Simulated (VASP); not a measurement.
Here is a VASP 6.6.1 calculation.

The input INCAR:

```
ALGO = Normal ; EDIFF = 1E-6
ENCUT = 520 ; GGA = PS
ISIF = 2 ; ISMEAR = 0
LASPH = True ; LCHARG = False
LREAL = False ; LWAVE = False
NBANDS = 16 ; NELM = 60
PREC = Accurate ; SIGMA = 0.15
```

The input KPOINTS:

```
k-points
0
Gamma
  14 14 14
```

The input POSCAR:

```
InSb
1.0
    0.0000000000      2.9915316739      2.9915316739
    2.9915316739      0.0000000000      2.9915316739
    2.9915316739      2.9915316739      0.0000000000
In Sb
1 1
Direct
    0.0000000000      0.0000000000      0.0000000000
    0.5000000000      0.5000000000      0.5000000000
```

Potentials or basis: VASP PAW PBE potentials, release 64 (In_d, Sb).

Launch:

```sh
$ cat potpaw_PBE.64/In_d/POTCAR potpaw_PBE.64/Sb/POTCAR > POTCAR
$ mpirun -np 1 vasp_std > vasp.out
```

Problem. What does it give for the pressure?

Solution. 1.7 GPa.

Problem. What does it give for the band gap on the k mesh?

Solution. Zero (bands 9 and 10 overlap by 3.00 eV).

Caveat: the PAW data sets were made with another functional, which shifts forces and pressure a little; spin-orbit coupling is left out, which moves the levels of the heavy elements.
